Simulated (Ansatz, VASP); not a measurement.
P in VASP and in Ansatz

```
P
1.0
     3.30312    0.00000    0.00000
     0.00000   34.86297    0.00000
     0.00000    0.00000    4.63497
P
4
Direct
  0.00000 0.96981 0.58915
  0.00000 0.03019 0.41085
  0.50000 0.03019 0.08915
  0.50000 0.96981 0.91085
```

Alike in both runs: functional PBE; k mesh 8 × 1 × 6; occupations gaussian, width 0.02 eV; no spin polarisation.

Ansatz relaxed the structure, and its values are those at the end. VASP's run is a single point on that final structure, the one shown.

```csv
,VASP,Ansatz
version,VASP 6.6.1,Ansatz 0.2.0
potentials or method,"VASP PAW PBE potentials, release 64 (P), cutoff 520 eV","scalar-relativistic, plane waves, PAW"
valence electrons in the cell,20,20
```

|  | VASP | Ansatz | Ansatz less VASP |
| --- | --- | --- | --- |
| gap on the k mesh at the Fermi level (eV) | 0.93 | 0.91 | -0.017 |
| least direct gap on the mesh (eV) | 0.93 | 0.91 | -0.017 |
| rms of the force components (eV/Å) | 0.029 | 0.002 | -0.0274 |
